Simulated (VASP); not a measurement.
# PIr (rocksalt type) (Immm) in VASP: a series of runs, part 2 of 2

VASP 6.6.1. The steps go on from the part before.

### Step 3. Electric field gradients, PBE (xy shear strain of +1.5 %)

The input, INCAR:

```
SYSTEM = PIr
PREC = Accurate
ENCUT = 520
EDIFF = 1E-8
ISMEAR = -1
SIGMA = 0.05
LREAL = .False.
LASPH = .True.
NELM = 80
ALGO = Normal
ISIF = 2
LWAVE = .False.
LCHARG = .False.
GGA = PE
LEFG = .True.
NBANDS = 14
```

The input, KPOINTS:

```
regular mesh
0
Gamma
  13 13 13
  0 0 0
```

The input, POSCAR:

```
PIr
1.0
    0.0184860220      2.4648029302      2.4648029302
    2.4648029302      0.0184860220      2.4648029302
    2.4832889521      2.4832889521      0.0000000000
Ir P
1 1
Direct
    0.0000000000      0.0000000000      0.0000000000
    0.5000000000      0.5000000000      0.5000000000
```

Potentials or basis: VASP PAW PBE potentials, release 64 (Ir, P).

Run with:

```sh
$ cat potpaw_PBE.64/Ir/POTCAR potpaw_PBE.64/P/POTCAR > POTCAR
$ mpirun -np 1 vasp_std > vasp.out
```

OUTCAR:

```text
SYSTEM = PIr
   PREC = Accurate
   ENCUT = 520
   EDIFF = 1E-8
   ISMEAR = -1
   LREAL = .False.
   LASPH = .True.
   NELM = 80
   ISIF = 2
   GGA = PE

 ion  position               nearest neighbor table
   1  0.000  0.000  0.000-   2 2.46   2 2.46   2 2.46   2 2.46   2 2.46   2 2.46
   2  0.500  0.500  0.500-   1 2.46   1 2.46   1 2.46   1 2.46   1 2.46   1 2.46

  LATTYP: Found a body centered orthorhombic cell.
 ALAT       =     3.4596145494
 B/A-ratio  =     1.0151133501
 C/A-ratio  =     1.4249003147

  Lattice vectors:

 A1 = (   2.4648029301,   0.0184860219,  -2.4648029302)
 A2 = (  -2.4648029302,  -0.0184860220,  -2.4648029302)
 A3 = (   0.0184860220,   2.4648029302,   2.4648029302)

Analysis of symmetry for initial positions (statically):
=====================================================================
 Subroutine PRICEL returns:
 Original cell was already a primitive cell.

 Routine SETGRP: Setting up the symmetry group for a
 body centered orthorhombic supercell.

 Subroutine GETGRP returns: Found  8 space group operations
 (whereof  8 operations were pure point group operations)
 out of a pool of  8 trial point group operations.

The static configuration has the point symmetry D_2h.

Analysis of symmetry for dynamics (positions and initial velocities):
=====================================================================
 Subroutine PRICEL returns:
 Original cell was already a primitive cell.

 Routine SETGRP: Setting up the symmetry group for a
 body centered orthorhombic supercell.

 Subroutine GETGRP returns: Found  8 space group operations
 (whereof  8 operations were pure point group operations)
 out of a pool of  8 trial point group operations.

The dynamic configuration has the point symmetry D_2h.

 Subroutine INISYM returns: Found  8 space group operations
 (whereof  8 operations are pure point group operations),
 and found     1 'primitive' translations

----------------------------------------------------------------------------------------

                                     Primitive cell

  volume of cell :      29.9469

  direct lattice vectors                    reciprocal lattice vectors
     0.018486022  2.464802930  2.464802930    -0.204388891  0.204388891  0.202855974
     2.464802930  0.018486022  2.464802930     0.204388891 -0.204388891  0.202855974
     2.483288952  2.483288952  0.000000000     0.201345880  0.201345880 -0.202855974

  length of vectors
     3.485806751  3.485806751  3.511900915     0.353129132  0.353129132  0.349615322

  position of ions in fractional coordinates (direct lattice)
     0.000000000  0.000000000  0.000000000
     0.500000000  0.500000000  0.500000000

  ion indices of the primitive-cell ions
   primitive index   ion index
                 1           1
                 2           2

----------------------------------------------------------------------------------------

 KPOINTS: regular mesh

Automatic generation of k-mesh.
 Grid dimensions read from file:
 generate k-points for:   13   13   13

 Generating k-lattice:

[... 82 lines left out ...]
  volume/ion in A,a.u.               =      14.97       101.05
  Fermi-wavevector in a.u.,A,eV,Ry     =   1.270574  2.401038 21.964694  1.614359
  Thomas-Fermi vector in A             =   2.403554
   LORBIT       =      0    0 simple, 1 ext, 2 COOP (PROOUT), +10 PAW based schemes
   GGA     = PE    functional components
   LHFCALC =     F    Hartree Fock is set to
   AEXX    =    0.0000 exact exchange contribution
   IVDW    =     0    specifies the selected vdW correction
   LEPSILON=     F    determine dielectric tensor
   LRPA    =     F    only Hartree local field effects (RPA)
 non-spin polarized calculation
  energy-cutoff  :      520.00
  volume of cell :       29.95
 maximum number of plane-waves:       837
 NGX is ok and might be reduce to    28
   NGX = 13   NGY = 13   NGZ = 13

 number of electron      14.0000002 magnetization

 Free energy of the ion-electron system (eV)
  ---------------------------------------------------
  ext. energy  EPLUGINS =         0.00000000
  ---------------------------------------------------
  free energy    TOTEN  =       -14.04139212 eV

  energy without entropy =      -14.02922985  energy(sigma->0) =      -14.03531098

 E-fermi :   8.9288     XC(G=0): -12.3407

 val. band max:        8.9285414959   @ k =   0.4615   0.3846   0.0769
 cond. band min:       8.9291217780   @ k =   0.4615   0.0769   0.3846
 fundamental gap:      0.0005802821
 Fermi energy:         8.9288401439

 k-point     1 :       0.0000    0.0000    0.0000
  band No.  band energies     occupation
      1      -5.0737      2.00000
      2       5.7630      2.00000
      3       5.8151      2.00000
      4       5.8776      2.00000
      5       5.9389      2.00000
      6       5.9403      2.00000
      7       9.0933      0.07184
      8       9.1699      0.01598
      9       9.2520      0.00311
     10      15.0206      0.00000
     11      19.1556      0.00000
     12      21.6342      0.00000
     13      21.6857      0.00000
     14      21.7570      0.00000
[... 377 lines left out ...]
      1      -2.3504      2.00000
      2       1.7641      2.00000
      3       3.6315      2.00000
      4       3.9255      2.00000
      5       7.1006      2.00000
      6       7.7032      2.00000
      7       8.4020      1.99995
      8      11.9346      0.00000
      9      12.8119      0.00000
     10      14.8615      0.00000
     11      16.1943      0.00000
     12      18.2085      0.00000
     13      20.0597      0.00000
     14      23.3866      0.00000

 [... further k-points ...]

------------------------ aborting loop because EDIFF is reached ----------------------------------------

  FORCE on cell =-STRESS in cart. coord.  units (eV):
  Direction    XX          YY          ZZ          XY          YZ          ZX
  --------------------------------------------------------------------------------------
  -------------------------------------------------------------------------------------
  Total        0.0730774      0.0730774      0.0815496     -0.0094016      0.0000000      0.0000000
  in kB        3.9096851      3.9096851      4.3629516     -0.5029925      0.0000000      0.0000000
  external PRESSURE =       4.0607740 kB  Pullay stress =       0.0000000 kB

 VOLUME and BASIS-vectors are now :
 -----------------------------------------------------------------------------
  energy-cutoff  :      520.00
  volume of cell :       29.95
      direct lattice vectors                 reciprocal lattice vectors
     0.018486022  2.464802930  2.464802930    -0.204388891  0.204388891  0.202855974
     2.464802930  0.018486022  2.464802930     0.204388891 -0.204388891  0.202855974
     2.483288952  2.483288952  0.000000000     0.201345880  0.201345880 -0.202855974

 POSITION                                       TOTAL-FORCE (eV/Angst)
 -----------------------------------------------------------------------------------
      0.00000      0.00000      0.00000        -0.000000     -0.000000      0.000000
      2.48329      2.48329      2.46480         0.000000      0.000000      0.000000
 -----------------------------------------------------------------------------------
    total drift:                               -0.000000      0.000000      0.000000

  FREE ENERGIE OF THE ION-ELECTRON SYSTEM (eV)
  ---------------------------------------------------
  free  energy   TOTEN  =       -14.0413921179 eV

  energy  without entropy=      -14.0292298498  energy(sigma->0) =      -14.03531098

 Electric field gradients (V/A^2)
---------------------------------------------------------------------
 ion       V_xx      V_yy      V_zz      V_xy      V_xz      V_yz
---------------------------------------------------------------------
   1      -0.114    -0.114     0.228    -5.396     0.000     0.000
   2      -0.036    -0.036     0.073    -1.777     0.000     0.000
---------------------------------------------------------------------

 Electric field gradients after diagonalization (V/A^2)
 (convention: |V_zz| > |V_xx| > |V_yy|)
----------------------------------------------------------------------
 ion       V_xx      V_yy      V_zz     asymmetry (V_yy - V_xx)/ V_zz
----------------------------------------------------------------------
   1       5.283     0.228    -5.510       0.917
   2       1.741     0.073    -1.814       0.920
----------------------------------------------------------------------

           NMR quadrupolar parameters

 Cq : quadrupolar parameter    Cq=e*Q*V_zz/h
 eta: asymmetry parameters     (V_yy - V_xx)/ V_zz
 Q  : nuclear electric quadrupole moment in mb (millibarn)
----------------------------------------------------------------------
 ion       Cq(MHz)       eta       Q (mb)
----------------------------------------------------------------------
   1      -0.013       0.917       1.000
   2      -0.004       0.920       1.000
----------------------------------------------------------------------
```

stdout:

```text
POSCAR found type information on POSCAR IrP
 POSCAR found :  2 types and       2 ions
 scaLAPACK will be used
 LDA part: xc-table for (Slater+PW92), standard interpolation
 POSCAR, INCAR and KPOINTS ok, starting setup
 FFT: planning ... GRIDC
 FFT: planning ... GRID_SOFT
 FFT: planning ... GRID
 WAVECAR not read
 entering main loop
ion   1

ion   2
```

Wall time 76 s (1 thread of Intel Xeon 6975P-C (Granite Rapids), shared host); peak memory 0.28 GiB.

What came out:

```
Free energy                             : -14.0414 eV
Pressure                                : 0.4 GPa
Band gap on the k mesh                  : zero (bands 7 and 8 overlap by 1.43 eV)
Largest electric field gradient by atom : Ir -5.5; P -1.8 V/Å²
```

Levels at points of the mesh, in eV from the Fermi level:
| k point | band 3 | band 4 | band 5 | band 6 | band 7 | band 8 | band 9 | band 10 | band 11 | band 12 |
| --- | --- | --- | --- | --- | --- | --- | --- | --- | --- | --- |
| (0.00, 0.00, 0.00) | -3.11 | -3.05 | -2.99 | -2.99 | 0.16 | 0.24 | 0.32 | 6.09 | 10.23 | 12.71 |

Electric field gradients, principal values (V/Å²):
| atom | least | middle | greatest (by size) |
| --- | --- | --- | --- |
| 1 Ir | 0.228 | 5.283 | -5.510 |
| 2 P | 0.073 | 1.741 | -1.814 |

Caveat: the cell differs from its parent crystal (xy shear strain of +1.5 %); without QUAD_EFG the Cq values of the log hold for a quadrupole moment of 1 mb, not for the nuclei; spin-orbit coupling is left out, which moves the levels of the heavy elements.
